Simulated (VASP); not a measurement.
A run of VASP 6.6.1:

File INCAR:

```
  PREC = Accurate
  ENCUT = 600
  EDIFF = 1E-7
  ISMEAR = 0
  SIGMA = 0.1
  LREAL = False
  LASPH = True
  NELM = 100
  ALGO = Normal
  ISIF = 3
  LWAVE = False
  LCHARG = False
  GGA = PE
  IBRION = 2
  NSW = 100
  EDIFFG = -0.01
```

KPOINTS

```
regular mesh
0
Gamma
  10 10 8
```

Contents of POSCAR:

```
CsP2Pb
1.0
    4.6881179600      0.0000000000      0.0000000000
    0.0000000000      4.6881179600      0.0000000000
    0.0000000000      0.0000000000      6.6300000000
Cs P Pb
1 2 1
Direct
    0.0000000000      0.0000000000      0.0000000000
    0.0000000000      0.0000000000      0.5000000000
    0.5000000000      0.5000000000      0.0000000000
    0.5000000000      0.5000000000      0.5000000000
```

Potentials or basis: VASP PAW PBE potentials, release 64 (Cs_sv, P, Pb_d).

Command:

```bash
$ cat potpaw_PBE.64/Cs_sv/POTCAR potpaw_PBE.64/P/POTCAR potpaw_PBE.64/Pb_d/POTCAR > POTCAR
$ mpirun -np 1 vasp_std > vasp.out
```

Hardware: 1 thread of Intel(R) Xeon(R) 6975P-C (Granite Rapids) (shared host).

How long does it take, and how much memory?

It took 11 min on 1 thread of Intel(R) Xeon(R) 6975P-C (Granite Rapids), on a shared host, peak memory 0.6 GiB. Counts: scf iterations 56, k points 105, ion steps 5.
